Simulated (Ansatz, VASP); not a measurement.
One calculation of HgTe, two programs

POSCAR

```
HgTe
1.0
    0.0000000000      3.2145000000      3.2145000000
    3.2145000000      0.0000000000      3.2145000000
    3.2145000000      3.2145000000      0.0000000000
Hg Te
1 1
Direct
    0.0000000000      0.0000000000      0.0000000000
    0.7500000000      0.7500000000      0.7500000000
```

The input INCAR.step1:

```
SYSTEM = HgTe
ALGO = Normal
EDIFF = 1E-4
ENCUT = 600
GGA = PE
ISMEAR = -1
LASPH = .True.
LCHARG = .False.
LREAL = .False.
LWAVE = .True.
NELM = 80
PREC = Accurate
SIGMA = 0.05
```

INCAR.step2

```
SYSTEM = HgTe
ALGO = Normal
EDIFF = 1E-6
EDIFFG = -0.01
ENCUT = 600
IBRION = 2
ISIF = 3
ISMEAR = -1
ISTART = 1
IVDW = 12
LASPH = .True.
LCHARG = .False.
LMIXTAU = .True.
LREAL = .False.
LWAVE = .False.
METAGGA = R2SCAN
NELM = 80
NSW = 60
PREC = Accurate
SIGMA = 0.05
VDW_A1 = 0.49484001
VDW_A2 = 5.73083694
VDW_S6 = 1.0
VDW_S8 = 0.78981345
```

File KPOINTS:

```
k-points
0
Gamma
  7 7 7
  0 0 0
```

File input.yaml:

```yaml
crystal:
  lattice:
    - [0.0, 3.2145, 3.2145]
    - [3.2145, 0.0, 3.2145]
    - [3.2145, 3.2145, 0.0]
  atoms:
    - { symbol: Hg, position: [0.0, 0.0, 0.0] }
    - { symbol: Te, position: [0.75, 0.75, 0.75] }
hamiltonian:
  xc: r2scan
  pseudopotentials: { kind: paw }
  dispersion: d3bj
kpoints:
  mp_grid: { grid: [7, 7, 7] }
scf:
  occupations: { method: fermi_dirac, width: 0.05 }
output:
  forces: true
  stress: true
relax:
  f_tol: 0.01
  max_steps: 40
  cell: { stress_tol: 0.05 }
```

Alike in both runs: task relaxation of cell and atoms; functional r2SCAN; dispersion D3(BJ); k mesh 7 × 7 × 7; occupations fermi-dirac, width 0.05 eV; no spin polarisation.

```csv
,VASP,Ansatz
version,VASP 6.6.1,Ansatz 0.2.0
potentials or method,"VASP PAW PBE potentials, release 64 (Hg, Te)",Ansatz PAW
plane-wave cutoff (eV),600,500
valence electrons in the cell,18,36
```

VASP gave:

```
relaxed volume (Å³/atom)                                        : 34.92
relaxed length of the cell vector where the two differ most in proportion (Å) : 4.622
```

Task: Estimate Ansatz's values.

Result: Relaxed volume (Å³/atom): 34.84; relaxed length of the cell vector where the two differ most in proportion (Å): 4.619.

VASP's potentials were made for PBE, not for r2SCAN. VASP's potentials hold 18 valence electrons a cell and Ansatz's 36, so a difference there can come from the potentials and not from the codes.

Neither program's run includes spin-orbit coupling. Noted on Ansatz's run: the plane-wave basis is chosen anew once the cell has moved, so the energies of steps on either side of that aren't comparable.
